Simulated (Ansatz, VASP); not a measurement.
One calculation of Hg, two programs

Contents of INCAR:

```
SYSTEM = Hg
ALGO     = Normal         ! electronic algorithm
EDIFF    = 1E-7           ! SCF threshold, eV
ENCUT    = 520            ! plane-wave cutoff, eV
ISIF     = 2              ! what is computed and relaxed
ISMEAR   = -1             ! smearing method
LASPH    = .True.         ! aspherical terms in the spheres
LCHARG   = .False.        ! write CHGCAR
LREAL    = .False.        ! projectors in reciprocal space
LWAVE    = .False.        ! write WAVECAR
NBANDS   = 12             ! bands
NELM     = 60             ! most SCF steps
PREC     = Accurate       ! precision mode
SIGMA    = 0.1            ! smearing width, eV
```

KPOINTS

```
k-points
0
Gamma
  15 15 15
  0 0 0
```

File POSCAR:

```
Hg
1.0
   -1.6224661745      1.6224661745      1.6224661745
    1.6224661745     -1.6224661745      1.6224661745
    1.6224661745      1.6224661745     -1.6224661745
Hg
1
Direct
    0.0000000000      0.0000000000      0.0000000000
```

Input for Ansatz:

```yaml
crystal:
  lattice:
    - [-1.6224661745, 1.6224661745, 1.6224661745]
    - [1.6224661745, -1.6224661745, 1.6224661745]
    - [1.6224661745, 1.6224661745, -1.6224661745]
  atoms:
    - { symbol: Hg, position: [0.0, 0.0, 0.0] }
kpoints:
  mp_grid: { grid: [15, 15, 15] }
scf:
  occupations: { method: fermi_dirac, width: 0.1 }
hamiltonian:
  xc: lda
  pseudopotentials: { kind: all_electron, lapw: { basis_error: 0.001 } }
output:
  forces: true
  stress: true
  eigenvalues: true
  populations: true
```

Change from the starting cell: volume scaled by 0.76, LAPW.

Alike in both runs: task single point; functional LDA; k mesh 15 × 15 × 15; occupations fermi-dirac, width 0.1 eV; no spin polarisation.

```csv
,VASP,Ansatz
version,VASP 6.6.1,Ansatz 0.2.0
potentials or method,"VASP PAW LDA potentials, release 64 (Hg), cutoff 520 eV","all-electron LAPW, scalar-relativistic"
```

|  | VASP | Ansatz | Ansatz less VASP |
| --- | --- | --- | --- |
| pressure (GPa) | 37.4 | 34.7 | -2.72 |

LDA's correlation is that of Perdew and Zunger in VASP and of Perdew and Wang (1992) in Ansatz. Both programs put the cell under a high pressure, so it lies far from rest at this level. Ansatz ran all-electron here, and VASP with PAW potentials.

Spin-orbit coupling is off throughout.
